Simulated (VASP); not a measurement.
A run of VASP 6.6.1:

INCAR

```
  ALGO = Fast
  EDIFF = 1E-7
  ENCUT = 520
  GGA = PS
  ISIF = 2
  ISMEAR = 0
  LASPH = T
  LCHARG = F
  LREAL = F
  LWAVE = F
  NBANDS = 14
  NELM = 80
  PREC = Accurate
  SIGMA = 0.15
```

Contents of KPOINTS:

```
k-points
0
Gamma
  20 20 20
```

File POSCAR:

```
AlNi
1.0
    2.8621655516      0.0000000000     -0.0286216555
    0.0000000000      2.8621655516      0.0000000000
   -0.0286216555      0.0000000000      2.8621655516
Al Ni
1 1
Direct
    0.0000000000      0.0000000000      0.0000000000
    0.5000000000      0.5000000000      0.5000000000
```

Potentials or basis: VASP PAW PBE potentials, release 64 (Al, Ni).

Launch:

```bash
$ cat potpaw_PBE.64/Al/POTCAR potpaw_PBE.64/Ni/POTCAR > POTCAR
$ mpirun -np 1 vasp_std > vasp.out
```

Hardware: 1 thread of Intel(R) Xeon(R) Platinum 8259CL CPU @ 2.50GHz (Skylake/Cascade Lake), on a shared host.

Task: Estimate the wall time of this run.

Result: Wall time 4.6 min on 1 thread of Intel(R) Xeon(R) Platinum 8259CL CPU @ 2.50GHz (Skylake/Cascade Lake), with other jobs on the host, peak memory 0.5 GiB. Counts: scf iterations 17, k points 1221.
